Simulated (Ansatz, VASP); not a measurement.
**PbSe in VASP and in Ansatz**

Contents of INCAR:

```
SYSTEM = PbSe
PREC = Accurate
ENCUT = 520
EDIFF = 1E-6
ISMEAR = 0
SIGMA = 0.05
LREAL = .FALSE.
LASPH = .TRUE.
NELM = 150
ALGO = Normal
ISIF = 2
LWAVE = .FALSE.
LCHARG = .FALSE.
LNONCOLLINEAR = .TRUE.
MAGMOM = 0 0 0 0 0 0
LORBIT = 11
LSORBIT = .TRUE.
GGA_COMPAT = .FALSE.
LORBMOM = .TRUE.
GGA = PE
NBANDS = 32
```

Contents of KPOINTS:

```
Automatic mesh
0
G
  10 10 10
  0 0 0
```

POSCAR

```
PbSe
1.0
    0.0000000000      3.1245332135      3.1245332135
    3.1245332135      0.0000000000      3.1245332135
    3.1245332135      3.1245332135      0.0000000000
Pb Se
1 1
Direct
    0.5000000000      0.5000000000      0.5000000000
    0.0000000000      0.0000000000      0.0000000000
```

Input for Ansatz:

```yaml
crystal:
  lattice:
    - [0.0, 3.1245332135, 3.1245332135]
    - [3.1245332135, 0.0, 3.1245332135]
    - [3.1245332135, 3.1245332135, 0.0]
  atoms:
    - { symbol: Pb, position: [0.5, 0.5, 0.5] }
    - { symbol: Se, position: [0.0, 0.0, 0.0] }
basis:
  ecutwfc: 420
  ecutrho_ratio: 4
kpoints:
  mp_grid: { grid: [10, 10, 10] }
hamiltonian:
  xc: pbe
scf:
  occupations: { method: gaussian, width: 0.05 }
output:
  forces: true
  stress: true
  eigenvalues: true
  populations: true
magnetization:
  noncollinear: true
  spin_orbit: true
```

Alike in both runs: task single point; functional PBE; k mesh 10 × 10 × 10; occupations gaussian, width 0.05 eV; non-collinear spin, spin-orbit coupling.

|  | VASP | Ansatz |
| --- | --- | --- |
| version | VASP 6.6.1 | Ansatz 0.2.0 |
| potentials or method | VASP PAW PBE potentials, release 64 (Pb_d, Se), cutoff 520 eV | plane waves, PAW |
| valence electrons in the cell | 20 | 30 |

|  | VASP | Ansatz | Ansatz less VASP |
| --- | --- | --- | --- |
| pressure (GPa) | -0.8 | -0.9 | -0.09 |
| net moment per atom (μB) | 0.00 | 0.00 | 0.000 |

VASP's potentials hold 20 valence electrons a cell and Ansatz's 30, so a difference there can come from the potentials and not from the codes.
